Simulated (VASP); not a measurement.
Set up this calculation in VASP 6.6.1, as the native input.

- Task: single point
- Functional: PBE
- Potentials or basis: VASP PAW PBE potentials, release 64 (W_sv)
- Cutoff: 520 eV
- k mesh: 10 × 10 × 10
- Occupations: fermi-dirac, width 0.05 eV
- Spin: no spin polarisation
- Dipole correction: no
- Further INCAR settings: ALGO = Normal; EDIFF = 1e-06; NBANDS = 13

The structure of W lies in POSCAR:

```
W
1.0
   -1.5981684500      1.5981684500      1.5823450000
    1.5981684500     -1.5981684500      1.5823450000
    1.5981684500      1.5981684500     -1.5823450000
W
1
Direct
    0.0000000000      0.0000000000      0.0000000000
```

The input as run:

INCAR

```
SYSTEM = W
  PREC = Accurate
  ENCUT = 520
  EDIFF = 1E-6
  ISMEAR = -1
  SIGMA = 0.05
  LREAL = .False.
  LASPH = .True.
  NELM = 60
  ALGO = Normal
  ISIF = 2
  LWAVE = .False.
  LCHARG = .False.
  GGA = PE
  NBANDS = 13
```

KPOINTS

```
regular mesh
0
Gamma
  10 10 10
  0 0 0
```

Potentials or basis: VASP PAW PBE potentials, release 64 (W_sv).

Run with:

```bash
$ cat potpaw_PBE.64/W_sv/POTCAR > POTCAR
$ mpirun -np 1 vasp_std > vasp.out
```

Results of the run:

```
Pressure               : 0.1 GPa
Band gap on the k mesh : zero (band 7 reaches 16.16 eV, above the bottom of band 8 at 10.00 eV)
```

Caveat: spin-orbit coupling is left out, which moves the levels of the heavy elements.

Run time: 15 s on 1 thread of Intel(R) Xeon(R) Platinum 8488C (Sapphire Rapids), with other jobs on the host, peak memory 0.15 GiB.
